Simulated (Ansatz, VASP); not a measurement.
One calculation of GaN, two programs

```
CELL_PARAMETERS angstrom
0.00000 1.89095 1.89095
1.89095 0.00000 1.89095
1.89095 1.89095 0.00000
ATOMIC_POSITIONS crystal
Ga 0.00000 0.00000 0.00000
N 0.50000 0.50000 0.50000
```

Change from the starting cell: volume scaled by 0.72, PAW files.

Alike in both runs: task single point; functional PBEsol; k mesh 17 × 17 × 17; occupations fermi-dirac, width 0.05 eV; no spin polarisation.

|  | VASP | Ansatz |
| --- | --- | --- |
| version | VASP 6.6.1 | Ansatz 0.2.0 |
| potentials or method | VASP PAW PBE potentials, release 64 (Ga_d, N) | PAW with Ansatz's default frozen-core files, scalar-relativistic |
| plane-wave cutoff (eV) | 600 | 420 |
| valence electrons in the cell | 18 | 18 |

VASP gave:

- gap on the k mesh at the Fermi level (eV): 2.98
- pressure (GPa): 159.8

Task: Estimate Ansatz's values.

Result: gap on the k mesh at the Fermi level (eV): 3.00; pressure (GPa): 158.6.

VASP's potentials were made for PBE, not for PBEsol. Both programs put the cell under a high pressure, so it lies far from rest at this level. With one functional, cell and mesh, what is left measures potentials, basis and numerics.

Noted on VASP's run: the cell as given lies far from equilibrium.
